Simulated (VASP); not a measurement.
# CoSi2 (I4/mmm) in VASP: further runs

Runs on CoSi2. Level: PBEsol. Tasks: electric field gradients.

Program: VASP 6.6.1. These are calculated values, not measurements. Logs are shortened: lines on timing, memory, paths and dates and some standing lists are left out, and cuts for length are marked.

**1. The cell of the first run**

Symmetry: I4/mmm, No. 139, tetragonal system. The conventional cell has a = 3.794 Å, b = 3.794 Å, c = 5.204 Å, α = 90.00°, β = 90.00°, γ = 90.00°. Co (site symmetry 4/mmm) has 8 Si at 2.30 Å within 3.0 Å. Si (site symmetry -4m2) has 4 Co at 2.30 Å and 6 Si at 2.60 to 2.68 Å within 3.0 Å.

**2. Electric field gradients, PBEsol, collinear spin, ferromagnetic start (zz strain of -3 %)**

Input file INCAR:

```
ALGO = Normal
EDIFF = 1E-8
ENCUT = 520
GGA = PS
ISIF = 2
ISMEAR = -1
ISPIN = 2
LASPH = True
LCHARG = False
LEFG = True
LMAXMIX = 4
LORBIT = 11
LREAL = False
LWAVE = False
MAGMOM = 2 0 0
NBANDS = 20
NELM = 150
PREC = Accurate
SIGMA = 0.05
```

Input file KPOINTS:

```
k-points
0
Gamma
  11 11 11
```

Input file POSCAR:

```
CoSi2
1.0
    0.0000000000      2.6825000000      2.6020250000
    2.6825000000      0.0000000000      2.6020250000
    2.6825000000      2.6825000000      0.0000000000
Co Si
1 2
Direct
    0.0000000000      0.0000000000      0.0000000000
    0.2500000000      0.2500000000      0.2500000000
    0.7500000000      0.7500000000      0.7500000000
```

Potentials or basis: VASP PAW PBE potentials, release 64 (Co, Si).

The run is started by

```
> cat potpaw_PBE.64/Co/POTCAR potpaw_PBE.64/Si/POTCAR > POTCAR
> mpirun -np 1 vasp_std > vasp.out
```

OUTCAR:

```text
EDIFF = 1E-8
   ENCUT = 520
   GGA = PS
   ISIF = 2
   ISMEAR = -1
   ISPIN = 2
   LASPH = True
   LORBIT = 11
   LREAL = False
   NELM = 150
   PREC = Accurate

 ion  position               nearest neighbor table
   1  0.000  0.000  0.000-   3 2.30   3 2.30   3 2.30   2 2.30   3 2.30   2 2.30   2 2.30   2 2.30

   2  0.250  0.250  0.250-   1 2.30   1 2.30   1 2.30   1 2.30   3 2.60   3 2.60   3 2.68   3 2.68
                             3 2.68   3 2.68
   3  0.750  0.750  0.750-   1 2.30   1 2.30   1 2.30   1 2.30   2 2.60   2 2.60   2 2.68   2 2.68
                             2 2.68   2 2.68

  LATTYP: Found a body centered tetragonal cell.
 ALAT       =     3.7936278811
 C/A-ratio  =     1.3717871555

  Lattice vectors:

 A1 = (   0.0000000000,  -2.6825000000,  -2.6020250000)
 A2 = (   0.0000000000,   2.6825000000,  -2.6020250000)
 A3 = (   2.6825000000,   0.0000000000,   2.6020250000)

Analysis of symmetry for initial positions (statically):
=====================================================================
 Subroutine PRICEL returns:
 Original cell was already a primitive cell.

 Routine SETGRP: Setting up the symmetry group for a
 body centered tetragonal supercell.

 Subroutine GETGRP returns: Found 16 space group operations
 (whereof 16 operations were pure point group operations)
 out of a pool of 16 trial point group operations.

The static configuration has the point symmetry D_4h.

Analysis of symmetry for dynamics (positions and initial velocities):
=====================================================================
 Subroutine PRICEL returns:
 Original cell was already a primitive cell.

 Routine SETGRP: Setting up the symmetry group for a
 body centered tetragonal supercell.

 Subroutine GETGRP returns: Found 16 space group operations
 (whereof 16 operations were pure point group operations)
 out of a pool of 16 trial point group operations.

The dynamic configuration has the point symmetry D_4h.

Analysis of structural, dynamic, and magnetic symmetry:
=====================================================================
 Subroutine PRICEL returns:
 Original cell was already a primitive cell.

[... 717 lines left out ...]
     20      26.3314      0.00000

 [... further k-points ...]

 spin component 2

 k-point     1 :       0.0000    0.0000    0.0000
  band No.  band energies     occupation
      1      -2.9792      1.00000
      2       6.0471      1.00000
      3       6.1996      1.00000
      4       6.1996      1.00000
      5       8.2778      1.00000
      6       8.4243      1.00000
[... 541 lines left out ...]
     19      24.3485      0.00000
     20      26.3314      0.00000

 [... further k-points ...]
[... 5 lines left out ...]
  --------------------------------------------------------------------------------------
  -------------------------------------------------------------------------------------
  Total       -0.2025071     -0.2025071      0.6283198      0.0000000     -0.0000000      0.0000000
  in kB       -8.6642280     -8.6642280     26.8825456      0.0000000     -0.0000000      0.0000000
  external PRESSURE =       3.1846965 kB  Pullay stress =       0.0000000 kB

 VOLUME and BASIS-vectors are now :
 -----------------------------------------------------------------------------
  energy-cutoff  :      520.00
  volume of cell :       37.45
      direct lattice vectors                 reciprocal lattice vectors
     0.000000000  2.682500000  2.602025000    -0.186393290  0.186393290  0.192158031
     2.682500000  0.000000000  2.602025000     0.186393290 -0.186393290  0.192158031
     2.682500000  2.682500000  0.000000000     0.186393290  0.186393290 -0.192158031

 POSITION                                       TOTAL-FORCE (eV/Angst)
 -----------------------------------------------------------------------------------
      0.00000      0.00000      0.00000        -0.000000      0.000000     -0.000000
      1.34125      1.34125      1.30101         0.000000      0.000000     -0.000000
      4.02375      4.02375      3.90304        -0.000000     -0.000000      0.000000
 -----------------------------------------------------------------------------------
    total drift:                               -0.000000     -0.000000      0.000000

  FREE ENERGIE OF THE ION-ELECTRON SYSTEM (eV)
  ---------------------------------------------------
  free  energy   TOTEN  =       -20.9792808302 eV

  energy  without entropy=      -20.9710071960  energy(sigma->0) =      -20.97514401

 Electric field gradients (V/A^2)
---------------------------------------------------------------------
 ion       V_xx      V_yy      V_zz      V_xy      V_xz      V_yz
---------------------------------------------------------------------
   1       0.088     0.088    -0.177    -0.001    -0.002    -0.002
   2       0.704     0.704    -1.407    -0.000    -0.000    -0.000
   3       0.704     0.704    -1.407    -0.000    -0.000    -0.000
---------------------------------------------------------------------

 Electric field gradients after diagonalization (V/A^2)
 (convention: |V_zz| > |V_xx| > |V_yy|)
----------------------------------------------------------------------
 ion       V_xx      V_yy      V_zz     asymmetry (V_yy - V_xx)/ V_zz
----------------------------------------------------------------------
   1       0.089     0.088    -0.177       0.007
   2       0.704     0.704    -1.407       0.000
   3       0.704     0.704    -1.407       0.000
----------------------------------------------------------------------

           NMR quadrupolar parameters

 Cq : quadrupolar parameter    Cq=e*Q*V_zz/h
 eta: asymmetry parameters     (V_yy - V_xx)/ V_zz
 Q  : nuclear electric quadrupole moment in mb (millibarn)
----------------------------------------------------------------------
 ion       Cq(MHz)       eta       Q (mb)
----------------------------------------------------------------------
   1      -0.000       0.007       1.000
   2      -0.003       0.000       1.000
   3      -0.003       0.000       1.000
----------------------------------------------------------------------

 total charge

# of ion       s       p       d       tot
------------------------------------------
    1        0.556   0.752   7.628   8.935
    2        0.717   0.889   0.000   1.605
    3        0.717   0.889   0.000   1.605
--------------------------------------------------
tot          1.989   2.529   7.628  12.145

 magnetization (x)

# of ion       s       p       d       tot
------------------------------------------
    1       -0.000  -0.000  -0.000  -0.000
    2       -0.000   0.000   0.000   0.000
    3       -0.000   0.000   0.000   0.000
--------------------------------------------------
tot         -0.000  -0.000  -0.000  -0.000
```

Run time: 3.5 min. Hardware: 1 thread of Intel Xeon Platinum 8259CL at 2.50GHz (Skylake/Cascade Lake), shared host; peak memory 0.27 GiB.

What came out:

- Free energy: -20.9793 eV
- Pressure: 0.3 GPa
- Net moment: 0.00 μB per cell
- Valence electrons inside the program's atomic spheres: Co 8.94; Si 1.60

Electric field gradients, principal values (V/Å²):
```
atom  least  middle  greatest (by size)
1 Co  0.088   0.089              -0.177
2 Si  0.704   0.704              -1.407
3 Si  0.704   0.704              -1.407
```

Caveat: the cell differs from its parent crystal (zz strain of -3 %); the starting moments collapsed, and a magnetic state may lie lower; without QUAD_EFG the Cq values of the log hold for a quadrupole moment of 1 mb, not for the nuclei; the PAW data sets were made with another functional, which shifts forces and pressure a little.

**3. Electric field gradients, PBEsol, collinear spin, ferromagnetic start (zz strain of -3 %)**

Input file INCAR:

```
SYSTEM = CoSi2
ALGO     = Normal         ! electronic algorithm
EDIFF    = 1E-8           ! SCF threshold, eV
ENCUT    = 520            ! plane-wave cutoff, eV
GGA      = PS             ! functional
ISIF     = 2              ! what is computed and relaxed
ISMEAR   = -1             ! smearing method
ISPIN    = 2              ! spin polarisation
LASPH    = .True.         ! aspherical terms in the spheres
LCHARG   = .False.        ! write CHGCAR
LEFG     = .True.       
LMAXMIX  = 4              ! l up to which the mixer works
LORBIT   = 11             ! projections on sites
LREAL    = .False.        ! projectors in reciprocal space
LWAVE    = .False.        ! write WAVECAR
MAGMOM   = 2 0 0          ! initial moments
NBANDS   = 20             ! bands
NELM     = 150            ! most SCF steps
PREC     = Accurate       ! precision mode
SIGMA    = 0.05           ! smearing width, eV
```

Input file KPOINTS:

```
k-points
0
Gamma
  11 11 11
  0 0 0
```

POSCAR is that of step 2.

Potentials or basis: VASP PAW PBE potentials, release 64 (Co, Si).

The run is started by

```
> cat potpaw_PBE.64/Co/POTCAR potpaw_PBE.64/Si/POTCAR > POTCAR
> mpirun -np 1 vasp_std > vasp.out
```

OUTCAR:

```text
SYSTEM = CoSi2
   EDIFF = 1E-8
   ENCUT = 520
   GGA = PS
   ISIF = 2
   ISMEAR = -1
   ISPIN = 2
   LASPH = .True.
   LORBIT = 11
   LREAL = .False.
   NELM = 150
   PREC = Accurate

 ion  position               nearest neighbor table
   1  0.000  0.000  0.000-   3 2.30   3 2.30   3 2.30   2 2.30   3 2.30   2 2.30   2 2.30   2 2.30

   2  0.250  0.250  0.250-   1 2.30   1 2.30   1 2.30   1 2.30   3 2.60   3 2.60   3 2.68   3 2.68
                             3 2.68   3 2.68
   3  0.750  0.750  0.750-   1 2.30   1 2.30   1 2.30   1 2.30   2 2.60   2 2.60   2 2.68   2 2.68
                             2 2.68   2 2.68

  LATTYP: Found a body centered tetragonal cell.
 ALAT       =     3.7936278811
 C/A-ratio  =     1.3717871555

  Lattice vectors:

 A1 = (   0.0000000000,  -2.6825000000,  -2.6020250000)
 A2 = (   0.0000000000,   2.6825000000,  -2.6020250000)
 A3 = (   2.6825000000,   0.0000000000,   2.6020250000)

Analysis of symmetry for initial positions (statically):
=====================================================================
 Subroutine PRICEL returns:
 Original cell was already a primitive cell.

 Routine SETGRP: Setting up the symmetry group for a
[... 1334 lines left out ...]

  energy  without entropy=      -20.9710071960  energy(sigma->0) =      -20.97514401

 Electric field gradients (V/A^2)
---------------------------------------------------------------------
 ion       V_xx      V_yy      V_zz      V_xy      V_xz      V_yz
---------------------------------------------------------------------
   1       0.088     0.088    -0.177    -0.001    -0.002    -0.002
   2       0.704     0.704    -1.407    -0.000    -0.000    -0.000
   3       0.704     0.704    -1.407    -0.000    -0.000    -0.000
---------------------------------------------------------------------

 Electric field gradients after diagonalization (V/A^2)
 (convention: |V_zz| > |V_xx| > |V_yy|)
----------------------------------------------------------------------
 ion       V_xx      V_yy      V_zz     asymmetry (V_yy - V_xx)/ V_zz
----------------------------------------------------------------------
   1       0.089     0.088    -0.177       0.007
   2       0.704     0.704    -1.407       0.000
   3       0.704     0.704    -1.407       0.000
----------------------------------------------------------------------

           NMR quadrupolar parameters

 Cq : quadrupolar parameter    Cq=e*Q*V_zz/h
 eta: asymmetry parameters     (V_yy - V_xx)/ V_zz
 Q  : nuclear electric quadrupole moment in mb (millibarn)
----------------------------------------------------------------------
 ion       Cq(MHz)       eta       Q (mb)
----------------------------------------------------------------------
   1      -0.000       0.007       1.000
   2      -0.003       0.000       1.000
   3      -0.003       0.000       1.000
----------------------------------------------------------------------

 total charge

# of ion       s       p       d       tot
------------------------------------------
    1        0.556   0.752   7.628   8.935
    2        0.717   0.889   0.000   1.605
    3        0.717   0.889   0.000   1.605
--------------------------------------------------
tot          1.989   2.529   7.628  12.145

 magnetization (x)

# of ion       s       p       d       tot
------------------------------------------
    1       -0.000  -0.000  -0.000  -0.000
    2       -0.000   0.000   0.000   0.000
    3       -0.000   0.000   0.000   0.000
--------------------------------------------------
tot         -0.000  -0.000  -0.000  -0.000
```

stdout:

```text
POSCAR found type information on POSCAR CoSi
 POSCAR found :  2 types and       3 ions
 scaLAPACK will be used
 -----------------------------------------------------------------------------
|                                                                             |
|                                                                             |
|     You enforced a specific xc type in the INCAR file but a different       |
|     I HOPE YOU KNOW WHAT YOU ARE DOING!                                     |
|                                                                             |
 -----------------------------------------------------------------------------

 LDA part: xc-table for (Slater+PW92), standard interpolation
 POSCAR, INCAR and KPOINTS ok, starting setup
 FFT: planning ... GRIDC
 FFT: planning ... GRID_SOFT
 FFT: planning ... GRID
 WAVECAR not read
 entering main loop
ion   1

ion   2

ion   3
```

Wall time 3.3 min (1 thread of Intel Xeon Platinum 8259CL at 2.50GHz (Skylake/Cascade Lake), shared host); peak memory 0.27 GiB.

What came out:

```
Free energy                                           : -20.9793 eV
Pressure                                              : 0.3 GPa
Net moment                                            : 0.00 μB per cell
Valence electrons inside the program's atomic spheres : Co 8.94; Si 1.60
```

Levels at points of the mesh, in eV from the Fermi level:
Spin up:
```csv
k point,band 7,band 8,band 9,band 10,band 11,band 12
"(0.00, 0.00, 0.00)",1.06,3.26,3.34,3.34,3.66,3.68
```
Spin down:
```
           k point  band 6  band 7  band 8  band 9  band 10  band 11  band 12  band 13
(0.00, 0.00, 0.00)   -1.91    1.06    3.26    3.34     3.34     3.66     3.68     3.68
```

Electric field gradients, principal values (V/Å²):
```csv
atom,least,middle,greatest (by size)
1 Co,0.088,0.089,-0.177
2 Si,0.704,0.704,-1.407
3 Si,0.704,0.704,-1.407
```

Caveat: the cell differs from its parent crystal (zz strain of -3 %); the starting moments collapsed, and a magnetic state may lie lower; without QUAD_EFG the Cq values of the log hold for a quadrupole moment of 1 mb, not for the nuclei; the PAW data sets were made with another functional, which shifts forces and pressure a little.
